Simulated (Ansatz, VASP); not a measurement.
**PbSe: VASP beside Ansatz**

```xyz
2
Lattice="0.0000 3.0553 3.0553 3.0553 0.0000 3.0553 3.0553 3.0553 0.0000" Properties=species:S:1:pos:R:3 pbc="T T T"
Pb    0.0000    0.0000    0.0000
Se    3.0553    3.0553    3.0553
```

Change from the starting cell: volume scaled by 0.95.

Alike in both runs: task single point; functional PBE; k mesh 10 × 10 × 10; occupations fermi-dirac, width 0.03 eV; no spin polarisation.

|  | VASP | Ansatz |
| --- | --- | --- |
| version | VASP 6.6.1 | Ansatz 0.2.0 |
| potentials or method | VASP PAW PBE potentials, release 64 (Pb_d, Se), cutoff 520 eV | all-electron LAPW, scalar-relativistic |

```tsv
	VASP	Ansatz	Ansatz less VASP
pressure (GPa)	2.7	2.7	+0.03
```

Ansatz ran all-electron here, and VASP with PAW potentials.

Spin-orbit coupling is off throughout.
